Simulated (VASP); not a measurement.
Ge: single point with PBE

Crystal: Ge.

```xyz
1
Lattice="2.7138 0.0000 0.0000 0.0000 2.7138 0.0000 0.0000 0.0000 2.7138" Properties=species:S:1:pos:R:3 pbc="T T T"
Ge    0.0000    0.0000    0.0000
```

- Program: VASP 6.6.1
- Task: single point
- Functional: PBE
- Potentials or basis: VASP PAW PBE potentials, release 64 (Ge_d)
- Cutoff: 500 eV
- k mesh: 11 × 11 × 11
- Occupations: fermi-dirac, width 0.1 eV
- Spin: no spin polarisation
- Dipole correction: no
- Further INCAR settings: ALGO = Normal; EDIFF = 1e-06; NBANDS = 13

- Pressure: -0.2 GPa
- Band gap on the k mesh: zero (band 7 reaches 12.44 eV, above the bottom of band 8 at 3.72 eV)

Levels at points of the mesh, in eV from the Fermi level:
```csv
k point,band 3,band 4,band 5,band 6,band 7,band 8,band 9,band 10,band 11,band 12
"(0.00, 0.00, 0.00)",-24.30,-24.30,-24.30,-12.58,6.69,6.69,6.69,10.13,10.13,12.52
```

It took 14 s on 1 thread of Intel Xeon 8259CL, on a shared host, peak memory 0.13 GiB.
